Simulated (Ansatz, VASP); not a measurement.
In4Sb: VASP beside Ansatz

```
In Sb
1.0
    -3.16427    3.16427    3.16427
     3.16427   -3.16427    3.16427
     3.16427    3.16427   -3.16427
In Sb
4 1
Direct
  0.50000 0.50000 0.50000
  0.50000 0.00000 0.00000
  0.00000 0.00000 0.50000
  0.00000 0.50000 0.00000
  0.00000 0.00000 0.00000
```

Change from the starting cell: species swapped into the Hg4Pt type (Im-3m, No. 229).

Alike in both runs: task relaxation of cell and atoms; functional PBE; k mesh 4 × 4 × 4; occupations gaussian, width 0.1 eV; no spin polarisation.

|  | VASP | Ansatz |
| --- | --- | --- |
| version | VASP 6.6.1 | Ansatz 0.2.0 |
| potentials or method | VASP PAW PBE potentials, release 64 (In_d, Sb), cutoff 600 eV | scalar-relativistic, plane waves, PAW |
| valence electrons in the cell | 57 | 67 |

```csv
,VASP,Ansatz,Ansatz less VASP
"gap on the k mesh at the Fermi level, each at its own relaxed structure (eV)",none,none,-
relaxed volume (Å³/atom),34.06,33.94,-0.123
relaxed cell length with the largest relative difference (Å),6.048,6.041,-0.0073
```

A gap of «none» marks a metal or a gap that the smearing closes. VASP's potentials hold 57 valence electrons a cell and Ansatz's 67, so a difference there can come from the potentials and not from the codes.

Spin-orbit coupling is off throughout. Noted on VASP's run: the volume moved by over 15 % at a fixed basis, so the end points are rough.
